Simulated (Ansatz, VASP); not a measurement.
# Sb in VASP and in Ansatz

Contents of INCAR:

```
PREC = Accurate ; ENCUT = 520
EDIFF = 1E-7 ; ISMEAR = 0
SIGMA = 0.1 ; LREAL = False
LASPH = True ; NELM = 80
ALGO = Normal ; ISIF = 2
LWAVE = False ; LCHARG = False
GGA = PE ; NBANDS = 14
```

The input KPOINTS:

```
Automatic mesh
0
Gamma
  6 6 6
```

Contents of POSCAR:

```
Sb
1.0
   -2.5905803800      2.5905803800      3.1773298000
    2.5905803800     -2.5905803800      3.1773298000
    2.5905803800      2.5905803800     -3.1773298000
Sb
3
Direct
    0.7500000000      0.2500000000      0.5000000000
    0.2500000000      0.7500000000      0.5000000000
    0.5000000000      0.5000000000      0.0000000000
```

Input for Ansatz:

```yaml
crystal:
  lattice:
    - [-2.59058038, 2.59058038, 3.1773298]
    - [2.59058038, -2.59058038, 3.1773298]
    - [2.59058038, 2.59058038, -3.1773298]
  atoms:
    - { symbol: Sb, position: [0.75, 0.25, 0.5] }
    - { symbol: Sb, position: [0.25, 0.75, 0.5] }
    - { symbol: Sb, position: [0.5, 0.5, 0.0] }
basis:
  ecutwfc: 420
kpoints:
  mp_grid: { grid: [6, 6, 6] }
hamiltonian:
  xc: pbe
scf:
  occupations: { method: gaussian, width: 0.1 }
  lower_state_search: "off"
output:
  forces: true
  stress: true
  eigenvalues: true
```

Alike in both runs: task single point; functional PBE; k mesh 6 × 6 × 6; occupations gaussian, width 0.1 eV; no spin polarisation.

|  | VASP | Ansatz |
| --- | --- | --- |
| version | VASP 6.6.1 | Ansatz 0.2.0 |
| potentials or method | VASP PAW PBE potentials, release 64 (Sb), cutoff 520 eV | scalar-relativistic, plane waves, PAW |
| valence electrons in the cell | 15 | 45 |

```csv
,VASP,Ansatz,Ansatz less VASP
gap on the k mesh at the Fermi level (eV),none,none,-
pressure (GPa),8.5,8.5,-0.01
"traceless stress, the component that is largest in VASP (GPa)",-2.53,-2.52,+0.010
```

A gap of «none» marks a metal or a gap that the smearing closes. The functional is the same, so the differences come from potentials, cutoffs and numerics. VASP's potentials hold 15 valence electrons a cell and Ansatz's 45, so a difference there can come from the potentials and not from the codes.

Spin-orbit coupling is off throughout.
